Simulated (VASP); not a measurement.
# In2Sb: single point with PBEsol

Crystal: In2Sb.

```
In Sb
1.0
     5.43248    0.00000    0.00000
    -2.71624    4.70466    0.00000
     0.00000    0.00000    6.53134
In Sb
4 2
Direct
  0.66667 0.33333 0.25000
  0.33333 0.66667 0.75000
  0.00000 0.00000 0.50000
  0.00000 0.00000 0.00000
  0.66667 0.33333 0.75000
  0.33333 0.66667 0.25000
```

```json
{"Program": "VASP 6.6.1", "Task": "single point", "Functional": "PBEsol", "Potentials or basis": "VASP PAW PBE potentials, release 64 (In_d, Sb)", "Cutoff": "520 eV", "k mesh": "12 × 12 × 6", "Occupations": "gaussian, width 0.1 eV", "Spin": "no spin polarisation"}
```

* Pressure: -2.4 GPa
* Band gap on the k mesh: zero (bands 31 and 32 overlap by 2.08 eV)

Stress tensor (GPa, compression positive):
```
-2.47  0.00  0.00
 0.00 -2.47  0.00
 0.00  0.00 -2.39
```

Levels at points of the mesh, in eV from the Fermi level:
| k point | band 28 | band 29 | band 30 | band 31 | band 32 | band 33 | band 34 | band 35 |
| --- | --- | --- | --- | --- | --- | --- | --- | --- |
| (0.00, 0.00, 0.00) | -1.81 | -1.81 | -1.52 | -0.64 | -0.20 | -0.20 | 0.08 | 0.49 |
| (0.50, 0.00, 0.00) | -3.57 | -1.57 | -1.46 | -1.21 | 1.43 | 1.47 | 2.09 | 3.35 |
| (0.00, 0.00, 0.50) | -1.85 | -1.85 | -1.85 | -0.81 | -0.81 | -0.27 | -0.27 | -0.27 |
| (0.50, 0.00, 0.50) | -3.06 | -0.32 | -0.32 | 0.78 | 0.78 | 2.49 | 2.49 | 2.93 |

Wall time 17 min on 1 thread of Oxide Virtual Turin-like Processor, on a shared host, peak memory 0.5 GiB.

Caveat: the PAW data sets were made with another functional, which shifts forces and pressure a little; spin-orbit coupling is left out, which moves the levels of the heavy elements.
